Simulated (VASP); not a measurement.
# BiTe (Fm-3m) in VASP: relaxation of cell and atoms with HF

Aim: the relaxation of cell and atoms of BiTe with HF.

All numbers are computed with VASP 6.6.1; they aren't measurements. Logs are shortened: lines on timing, memory, paths and dates and some standing lists are left out, and cuts for length are marked.

## Step 1: The cell of the first run

It takes space group Fm-3m (No. 225, cubic). The conventional cell has a = 6.470 Å, b = 6.470 Å, c = 6.470 Å, α = 90.00°, β = 90.00°, γ = 90.00°. Bi (site symmetry m-3m) has 6 Te at 3.23 Å within 4.3 Å. Te (site symmetry m-3m) has 6 Bi at 3.23 Å within 4.3 Å.

## Step 2: Relaxation of cell and atoms, HF

File POSCAR:

```
BiTe
1.0
    0.0000000000      3.2350000000      3.2350000000
    3.2350000000      0.0000000000      3.2350000000
    3.2350000000      3.2350000000      0.0000000000
Bi Te
1 1
Direct
    0.0000000000      0.0000000000      0.0000000000
    0.5000000000      0.5000000000      0.5000000000
```

File INCAR.step1:

```
SYSTEM = BiTe
PREC     = Accurate       ! precision mode
ENCUT    = 600            ! plane-wave cutoff, eV
EDIFF    = 1E-5           ! SCF threshold, eV
ISMEAR   = -1             ! smearing method
SIGMA    = 0.05           ! smearing width, eV
LREAL    = .FALSE.        ! projectors in reciprocal space
LASPH    = .TRUE.         ! aspherical terms in the spheres
NELM     = 100            ! most SCF steps
ALGO     = Normal         ! electronic algorithm
LWAVE    = .TRUE.         ! write WAVECAR
LCHARG   = .FALSE.        ! write CHGCAR
GGA      = PE             ! functional
NBANDS   = 18             ! bands
```

File INCAR.step2:

```
SYSTEM = BiTe
PREC     = Accurate       ! precision mode
ENCUT    = 600            ! plane-wave cutoff, eV
EDIFF    = 1E-6           ! SCF threshold, eV
ISMEAR   = -1             ! smearing method
SIGMA    = 0.05           ! smearing width, eV
LREAL    = .FALSE.        ! projectors in reciprocal space
LASPH    = .TRUE.         ! aspherical terms in the spheres
NELM     = 100            ! most SCF steps
ALGO     = Normal         ! electronic algorithm
ISIF     = 3              ! what is computed and relaxed
LWAVE    = .FALSE.        ! write WAVECAR
LCHARG   = .FALSE.        ! write CHGCAR
GGA      = PE             ! functional
LHFCALC  = .TRUE.         ! exact exchange
AEXX     = 1.0            ! exact-exchange fraction
ALDAC    = 0.0          
AGGAC    = 0.0          
PRECFOCK = Normal       
IBRION   = 2              ! ionic algorithm
NSW      = 60             ! ionic steps
EDIFFG   = -0.01          ! ionic threshold
ISTART   = 1
```

File KPOINTS:

```
regular mesh
0
G
  4 4 4
  0 0 0
```

Potentials or basis: VASP PAW PBE potentials, release 64 (Bi_d, Te).

Run with:

```bash
$ cat potpaw_PBE.64/Bi_d/POTCAR potpaw_PBE.64/Te/POTCAR > POTCAR
$ cp INCAR.step1 INCAR
$ mpirun -np 1 vasp_std > vasp.out
$ cp INCAR.step2 INCAR
$ mpirun -np 1 vasp_std > vasp.out
```

OUTCAR:

```text
SYSTEM = BiTe
   PREC = Accurate
   ENCUT = 600
   EDIFF = 1E-6
   ISMEAR = -1
   LREAL = .FALSE.
   LASPH = .TRUE.
   NELM = 100
   ISIF = 3
   GGA = PE
   LHFCALC = .TRUE.
   AEXX = 1.0
   PRECFOCK = Normal
   IBRION = 2
   NSW = 60
   EDIFFG = -0.01
   ISTART = 1

 ion  position               nearest neighbor table
   1  0.000  0.000  0.000-   2 3.23   2 3.23   2 3.23   2 3.23   2 3.23   2 3.23
   2  0.500  0.500  0.500-   1 3.23   1 3.23   1 3.23   1 3.23   1 3.23   1 3.23

  LATTYP: Found a face centered cubic cell.
 ALAT       =     6.4700000000

  Lattice vectors:

 A1 = (   0.0000000000,   3.2350000000,   3.2350000000)
 A2 = (   3.2350000000,   0.0000000000,   3.2350000000)
 A3 = (   3.2350000000,   3.2350000000,   0.0000000000)

Analysis of symmetry for initial positions (statically):
=====================================================================
 Subroutine PRICEL returns:
 Original cell was already a primitive cell.

 Routine SETGRP: Setting up the symmetry group for a
 face centered cubic supercell.

 Subroutine GETGRP returns: Found 48 space group operations
 (whereof 48 operations were pure point group operations)
 out of a pool of 48 trial point group operations.

The static configuration has the point symmetry O_h .

Analysis of symmetry for dynamics (positions and initial velocities):
=====================================================================
 Subroutine PRICEL returns:
 Original cell was already a primitive cell.

 Routine SETGRP: Setting up the symmetry group for a
 face centered cubic supercell.

 Subroutine GETGRP returns: Found 48 space group operations
 (whereof 48 operations were pure point group operations)
 out of a pool of 48 trial point group operations.

The dynamic configuration has the point symmetry O_h .

 Subroutine INISYM returns: Found 48 space group operations
 (whereof 48 operations are pure point group operations),
 and found     1 'primitive' translations

----------------------------------------------------------------------------------------

                                     Primitive cell

  volume of cell :      67.7100

  direct lattice vectors                    reciprocal lattice vectors
     0.000000000  3.235000000  3.235000000    -0.154559505  0.154559505  0.154559505
     3.235000000  0.000000000  3.235000000     0.154559505 -0.154559505  0.154559505
     3.235000000  3.235000000  0.000000000     0.154559505  0.154559505 -0.154559505

  length of vectors
     4.574980874  4.574980874  4.574980874     0.267704916  0.267704916  0.267704916

  position of ions in fractional coordinates (direct lattice)
     0.000000000  0.000000000  0.000000000
     0.500000000  0.500000000  0.500000000

  ion indices of the primitive-cell ions
   primitive index   ion index
                 1           1
                 2           2

----------------------------------------------------------------------------------------

 KPOINTS: regular mesh

Automatic generation of k-mesh.
 Grid dimensions read from file:
 generate k-points for:    4    4    4

 Generating k-lattice:

  Cartesian coordinates                     Fractional coordinates (reciprocal lattice)
    -0.038639876  0.038639876  0.038639876     0.250000000  0.000000000  0.000000000
     0.038639876 -0.038639876  0.038639876     0.000000000  0.250000000  0.000000000
     0.038639876  0.038639876 -0.038639876     0.000000000  0.000000000  0.250000000

  Length of vectors
     0.066926229  0.066926229  0.066926229

  Shift w.r.t. Gamma in fractional coordinates (k-lattice)
     0.000000000  0.000000000  0.000000000

 Subroutine IBZKPT returns following result:
 ===========================================

 Found      8 irreducible k-points:

 Following reciprocal coordinates:
            Coordinates               Weight
  0.000000  0.000000  0.000000      1.000000
  0.250000  0.000000  0.000000      8.000000
  0.500000  0.000000  0.000000      4.000000
  0.250000  0.250000  0.000000      6.000000
  0.500000  0.250000  0.000000     24.000000
 -0.250000  0.250000  0.000000     12.000000
  0.500000  0.500000  0.000000      3.000000
 -0.250000  0.500000  0.250000      6.000000
   k-points           NKPTS =      8   k-points in BZ     NKDIM =     64   number of bands    NBANDS=     14
   number of dos      NEDOS =    301   number of ions     NIONS =      2
   total plane-waves  NPLWV =  64000
   dimension x,y,z NGX =    40 NGY =   40 NGZ =   40
   dimension x,y,z NGXF=    80 NGYF=   80 NGZF=   80
   ions per type =               1   1
   NGX,Y,Z   is equivalent  to a cutoff of  14.54, 14.54, 14.54 a.u.
   NGXF,Y,Z  is equivalent  to a cutoff of  29.07, 29.07, 29.07 a.u.
 SYSTEM =  BiTe
   PREC   = accura    normal or accurate (medium, high low for compatibility)
   ISTART =      1    job   : 0-new  1-cont  2-samecut
   ICHARG =      0    charge: 1-file 2-atom 10-const
   ISPIN  =      1    spin polarized calculation?
   LNONCOLLINEAR =      F non collinear calculations
   LSORBIT =      F    spin-orbit coupling
   LASPH  =      T    aspherical Exc in radial PAW
   ENCUT  =  600.0 eV  44.10 Ry    6.64 a.u.   9.14  9.14  9.14*2*pi/ulx,y,z
   NELM   =    100;   NELMIN=  2; NELMDL=  0     # of ELM steps
   EDIFF  = 0.1E-05   stopping-criterion for ELM
   LREAL  =      F    real-space projection
   EDIFFG = -.1E-01   stopping-criterion for IOM
   NSW    =     60    number of steps for IOM
   IBRION =      2    ionic relax: 0-MD 1-quasi-New 2-CG
   NFREE  =      1    steps in history (QN), initial steepest desc. (CG)
   ISIF   =      3    stress and relaxation
   ISYM   =      3    0-nonsym 1-usesym 2-fastsym
   POTIM  = 0.5000    time-step for ionic-motion
   TEBEG  =    0.0;   TEEND  =   0.0 temperature during run
   PSTRESS=    0.0 pullay stress
   NELECT =      21.0000    total number of electrons
   NUPDOWN=      -1.0000    fix difference up-down
   EMIN   =  10.00;   EMAX   =-10.00  energy-range for DOS
   EFERMI =   0.00;   METHOD = LEGACY
   ISMEAR =    -1;   SIGMA  =   0.05  broadening in eV -4-tet -1-fermi 0-gaus
   EFERMI_NEDOS =   21; number of points for ismear=-14 and -15
   IALGO  =     38    algorithm
   IMIX   =      1    mixing-type and parameters
     AMIX     =   0.40;   BMIX     =  1.00
     AMIX_MAG =   1.60;   BMIX_MAG =  1.00
  volume/ion in A,a.u.               =      33.86       228.46
  Fermi-wavevector in a.u.,A,eV,Ry     =   1.108146  2.094092 16.707785  1.227988
  Thomas-Fermi vector in A             =   2.244669
   LORBIT       =      0    0 simple, 1 ext, 2 COOP (PROOUT), +10 PAW based schemes
   GGA     = PE    functional components
   LHFCALC =     T    Hartree Fock is set to
   PRECFOCK=normal    Normal, Fast or Accurate (Low or Medium for compatibility)
   ENCUT4O =  -1.0   cutoff for four orbital integrals eV
   NKREDX  =     1    reduce k-point grid by
   NKREDY  =     1    reduce k-point grid by
   NKREDZ  =     1    reduce k-point grid by
   AEXX    =    1.0000 exact exchange contribution
   HFSCREEN=    0.0000 screening length (either q_TF or 0.3 A-1)
   HFSCREENC=   0.0000 screening length for correlation (either q_TF or 0.3 A-1)
   ENCUTFOCK=  -1.0 apply spherical cutoff to Coloumb kernel
   IVDW    =     0    specifies the selected vdW correction
   LEPSILON=     F    determine dielectric tensor
   LRPA    =     F    only Hartree local field effects (RPA)
 conjugate gradient relaxation of ions
 non-spin polarized calculation
  energy-cutoff  :      600.00
  volume of cell :       67.71
 maximum number of plane-waves:      2276
 NGX is ok and might be reduce to    40
  NGX = 28; NGY = 28; NGZ = 28

--------------------------------------- Ionic step        1  -------------------------------------------

 number of electron      21.0000002 magnetization

 Free energy of the ion-electron system (eV)
  ---------------------------------------------------
  ext. energy  EPLUGINS =         0.00000000
  ---------------------------------------------------
  free energy    TOTEN  =       -16.97585822 eV

  energy without entropy =      -16.96741020  energy(sigma->0) =      -16.97163421

------------------------ aborting loop because EDIFF is reached ----------------------------------------

  FORCE on cell =-STRESS in cart. coord.  units (eV):
  Direction    XX          YY          ZZ          XY          YZ          ZX
  --------------------------------------------------------------------------------------
  -------------------------------------------------------------------------------------
  Total       -0.1741401     -0.1741401     -0.1741401     -0.0000000      0.0000000     -0.0000000
  in kB       -4.1205634     -4.1205634     -4.1205634     -0.0000000      0.0000000     -0.0000000
  external PRESSURE =      -4.1205634 kB  Pullay stress =       0.0000000 kB

 VOLUME and BASIS-vectors are now :
 -----------------------------------------------------------------------------
  energy-cutoff  :      600.00
  volume of cell :       67.71
      direct lattice vectors                 reciprocal lattice vectors
     0.000000000  3.235000000  3.235000000    -0.154559505  0.154559505  0.154559505
     3.235000000  0.000000000  3.235000000     0.154559505 -0.154559505  0.154559505
     3.235000000  3.235000000  0.000000000     0.154559505  0.154559505 -0.154559505
[... 37 lines left out ...]
 POSITION                                       TOTAL-FORCE (eV/Angst)
 -----------------------------------------------------------------------------------
      3.22141      3.22141     -0.00000        -0.000000      0.000000      0.000000
      3.22141      3.22141      3.22141         0.000000     -0.000000     -0.000000
 -----------------------------------------------------------------------------------
    total drift:                               -0.000001     -0.000001     -0.000002

  FREE ENERGIE OF THE ION-ELECTRON SYSTEM (eV)
  ---------------------------------------------------
  free  energy   TOTEN  =       -16.9762857868 eV

  energy  without entropy=      -16.9678377641  energy(sigma->0) =      -16.97206178

--------------------------------------- Ionic step        3  -------------------------------------------

 number of electron      21.0000002 magnetization

 Free energy of the ion-electron system (eV)
  ---------------------------------------------------
  ext. energy  EPLUGINS =         0.00000000
  ---------------------------------------------------
  free energy    TOTEN  =       -16.97656089 eV

  energy without entropy =      -16.96811286  energy(sigma->0) =      -16.97233687

 E-fermi :   8.5235     XC(G=0):   0.0000

 val. band max:        6.4115405801   @ k =  -0.2500   0.2500   0.0000
 cond. band min:       8.6040078539   @ k =  -0.2500   0.2500   0.0000
 fundamental gap:      2.1924672738
 Fermi energy:         8.5235359583

 k-point     1 :       0.0000    0.0000    0.0000
  band No.  band energies     occupation
      1     -25.7822      2.00000
      2     -25.7822      2.00000
      3     -25.7442      2.00000
      4     -25.7442      2.00000
      5     -25.7442      2.00000
      6     -13.3249      2.00000
      7      -4.5690      2.00000
      8       1.5327      2.00000
      9       1.5327      2.00000
     10       1.5327      2.00000
     11      12.9731      0.00000
     12      12.9731      0.00000
     13      12.9731      0.00000
     14      15.6758      0.00000

 k-point     2 :       0.2500    0.0000    0.0000
  band No.  band energies     occupation
      1     -25.7863      2.00000
      2     -25.7863      2.00000
      3     -25.7435      2.00000
      4     -25.7421      2.00000
      5     -25.7421      2.00000
      6     -12.5246      2.00000
      7      -6.8196      2.00000
      8       1.8808      2.00000
      9       1.8808      2.00000
     10       2.8404      2.00000
[... 126 lines left out ...]
 POSITION                                       TOTAL-FORCE (eV/Angst)
 -----------------------------------------------------------------------------------
      0.00000      0.00000      0.00000        -0.000000      0.000000     -0.000000
      3.22653      3.22653      3.22653         0.000000     -0.000000      0.000000
 -----------------------------------------------------------------------------------
    total drift:                                0.000001      0.000002      0.000003

  FREE ENERGIE OF THE ION-ELECTRON SYSTEM (eV)
  ---------------------------------------------------
  free  energy   TOTEN  =       -16.9765608862 eV

  energy  without entropy=      -16.9681128635  energy(sigma->0) =      -16.97233687

 reached required accuracy - stopping structural energy minimisation
```

Run time: 71 min. Hardware: 1 thread of Intel Xeon 8259CL, shared host; peak memory 0.28 GiB.

Results:

| Property | Result |
| --- | --- |
| Free energy | -16.9766 eV |
| Relaxed volume | 33.59 Å³/atom |
| Relaxed cell | a = 4.563 Å, b = 4.563 Å, c = 4.563 Å, α = 60.00°, β = 60.00°, γ = 60.00° |
| Space group after relaxing (to 0.1 Å) | Fm-3m (No. 225) |
| Energy gained by relaxing | 0.4 meV/atom |
| Ionic steps | 3 |
| Pressure after relaxing | 0.0 GPa |
| Band gap on the k mesh | zero (an odd number of electrons rules out a gap without spin polarisation) |

The path:
| step | energy change (eV) | largest force (eV/Å) | pressure (GPa) | volume (Å³) |
| --- | --- | --- | --- | --- |
| 1 | 0.0000 | 0.0000 | -0.41 | 67.71 |
| 2 | -0.0004 | 0.0000 | 0.28 | 66.86 |
| 3 | -0.0007 | 0.0000 | 0.03 | 67.18 |

Final structure:
```
Bi Te
1.0
     0.00000    3.22653    3.22653
     3.22653    0.00000    3.22653
     3.22653    3.22653    0.00000
Bi Te
1 1
Direct
  0.00000 0.00000 0.00000
  0.50000 0.50000 0.50000
```

Levels at points of the mesh, in eV from the Fermi level:
```csv
k point,band 8,band 9,band 10,band 11,band 12,band 13
"(0.00, 0.00, 0.00)",-6.99,-6.99,-6.99,4.45,4.45,4.45
"(0.50, 0.00, 0.00)",-5.92,-5.92,-4.64,-2.69,-2.69,-2.69
"(0.50, 0.50, 0.00)",-11.47,-9.14,-9.14,4.15,6.35,6.35
```

Caveat: the k points lie up to 0.42 Å⁻¹ apart in the final cell, too coarse for converged energies and pressures of a metal; the PAW data sets were made with another functional, which shifts forces and pressure a little; spin-orbit coupling is left out, which moves the levels of the heavy elements; an odd number of electrons without spin polarisation forces a metal; a magnetic or distorted state may lie lower.

The gap in the log of VASP goes by the Fermi energy; the results here count the filled bands.